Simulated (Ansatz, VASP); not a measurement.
# Two plane-wave programs on SnSe2

Contents of INCAR:

```
ALGO = Normal
EDIFF = 1E-6
ENCUT = 500
GGA = PE
GGA_COMPAT = False
ISIF = 2
ISMEAR = 0
IVDW = 12
LASPH = True
LCHARG = False
LREAL = False
LWAVE = False
NBANDS = 20
NELM = 120
PREC = Accurate
SIGMA = 0.03
```

The input KPOINTS:

```
k-points
0
Gamma
  12 12 6
```

The input POSCAR:

```
SnSe2
1.0
    3.7920000000      0.0000000000      0.0000000000
   -1.8960000000      3.2839683311      0.0000000000
    0.0000000000      0.0000000000      4.7118000000
Sn Se
1 2
Direct
    0.0000000000      0.0000000000      0.0000000000
    0.3333333333      0.6666666667      0.2651331237
    0.6666666667      0.3333333333      0.7348668763
```

Input for Ansatz:

```yaml
crystal:
  lattice:
    - [3.792, 0.0, 0.0]
    - [-1.896, 3.2839683311, 0.0]
    - [0.0, 0.0, 4.7118]
  atoms:
    - { symbol: Sn, position: [0.0, 0.0, 0.0] }
    - { symbol: Se, position: [0.3333333333, 0.6666666667, 0.2651331237] }
    - { symbol: Se, position: [0.6666666667, 0.3333333333, 0.7348668763] }
basis:
  ecutwfc: 420
kpoints:
  mp_grid: { grid: [12, 12, 6] }
hamiltonian:
  xc: pbe
  dispersion: d3bj
scf:
  occupations: { method: gaussian, width: 0.03 }
output:
  forces: true
  stress: true
  eigenvalues: true
```

Alike in both runs: task single point; functional PBE; dispersion D3(BJ); k mesh 12 × 12 × 6; occupations gaussian, width 0.03 eV; no spin polarisation.

|  | VASP | Ansatz |
| --- | --- | --- |
| version | VASP 6.6.1 | Ansatz 0.2.0 |
| potentials or method | VASP PAW PBE potentials, release 64 (Sn_d, Se), cutoff 500 eV | scalar-relativistic, plane waves, PAW |
| valence electrons in the cell | 26 | 46 |

|  | VASP | Ansatz | Ansatz less VASP |
| --- | --- | --- | --- |
| gap on the k mesh at the Fermi level (eV) | none | none | - |
| rms of the force components (eV/Å) | 1.591 | 1.579 | -0.0122 |

Atom by atom the forces differ by 0.012 eV/Å (rms over components). A gap of «none» marks a metal or a gap that the smearing closes. VASP's potentials hold 26 valence electrons a cell and Ansatz's 46, so a difference there can come from the potentials and not from the codes.
